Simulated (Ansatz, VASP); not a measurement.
## Two plane-wave programs on MgO

File INCAR:

```
SYSTEM = MgO
PREC = Accurate
ENCUT = 520
EDIFF = 1E-6
ISMEAR = 0
SIGMA = 0.05
LREAL = .FALSE.
LASPH = .TRUE.
NELM = 80
ALGO = Normal
ISIF = 2
LWAVE = .FALSE.
LCHARG = .TRUE.
GGA = CA
LELF = .TRUE.
LVHAR = .TRUE.
NBANDS = 36
```

KPOINTS

```
Automatic mesh
0
G
  9 9 2
  0 0 0
```

POSCAR

```
MgO
1.0
    2.0806186598     -2.0806186598      0.0000000000
    2.0806186598      0.0000000000     -2.0806186598
    8.1781370718      8.1781370718      8.1781370718
Mg O
6 6
Direct
    1.0000000000      0.0000000000      0.3816184496
    0.3333333333      0.3333333333      0.2120102498
    0.6666666667      0.6666666667      0.5512266494
    1.0000000000      1.0000000000      0.8904430490
    0.3333333333      0.3333333333      0.7208348492
    0.6666666667      0.6666666667      0.0424020500
    0.6666666667      0.6666666667      0.2968143497
    0.0000000000      0.0000000000      0.1272061499
    0.3333333333      0.3333333333      0.4664225495
    0.6666666667      0.6666666667      0.8056389491
    1.0000000000      1.0000000000      0.6360307493
    0.3333333333      0.3333333333      0.9752471489
```

Input for Ansatz:

```yaml
crystal:
  lattice:
    - [2.0806186598, -2.0806186598, 0.0]
    - [2.0806186598, 0.0, -2.0806186598]
    - [8.1781370718, 8.1781370718, 8.1781370718]
  atoms:
    - { symbol: Mg, position: [1.0, 0.0, 0.3816184496] }
    - { symbol: Mg, position: [0.3333333333, 0.3333333333, 0.2120102498] }
    - { symbol: Mg, position: [0.6666666667, 0.6666666667, 0.5512266494] }
    - { symbol: Mg, position: [1.0, 1.0, 0.890443049] }
    - { symbol: Mg, position: [0.3333333333, 0.3333333333, 0.7208348492] }
    - { symbol: Mg, position: [0.6666666667, 0.6666666667, 0.04240205] }
    - { symbol: O, position: [0.6666666667, 0.6666666667, 0.2968143497] }
    - { symbol: O, position: [0.0, 0.0, 0.1272061499] }
    - { symbol: O, position: [0.3333333333, 0.3333333333, 0.4664225495] }
    - { symbol: O, position: [0.6666666667, 0.6666666667, 0.8056389491] }
    - { symbol: O, position: [1.0, 1.0, 0.6360307493] }
    - { symbol: O, position: [0.3333333333, 0.3333333333, 0.9752471489] }
basis:
  ecutwfc: 520.0
kpoints:
  mp_grid: { grid: [9, 9, 2] }
hamiltonian:
  xc: lda
  pseudopotentials: { kind: paw, azcp: { folder: soft_1 } }
scf:
  occupations: { method: gaussian, width: 0.05 }
output:
  forces: true
  stress: true
  eigenvalues: true
```

Alike in both runs: task single point; functional LDA; k mesh 9 × 9 × 2; occupations gaussian, width 0.05 eV; no spin polarisation.

```csv
,VASP,Ansatz
version,VASP 6.6.1,Ansatz 0.2.0
potentials or method,"VASP PAW LDA potentials, release 64 (Mg, O), cutoff 520 eV","scalar-relativistic, plane waves, PAW"
valence electrons in the cell,48,96
```

Ansatz gave:

* gap on the k mesh at the Fermi level (eV): 4.55
* least direct gap on the mesh (eV): 4.55
* pressure (GPa): 3.8
* traceless stress, the component that is largest in VASP (GPa): 1.33
* rms of the force components (eV/Å): 0.677

Question: What did VASP give for the same quantities?

Answer: gap on the k mesh at the Fermi level (eV): 4.52; least direct gap on the mesh (eV): 4.52; pressure (GPa): 2.0; traceless stress, the component that is largest in VASP (GPa): 1.34; rms of the force components (eV/Å): 0.691.

Ansatz warns that its potentials were made for another functional, while VASP's fit it. LDA's correlation is that of Perdew and Zunger in VASP and of Perdew and Wang (1992) in Ansatz. Atom by atom the forces differ by 0.016 eV/Å (rms over components). VASP's potentials hold 48 valence electrons a cell and Ansatz's 96, so a difference there can come from the potentials and not from the codes.
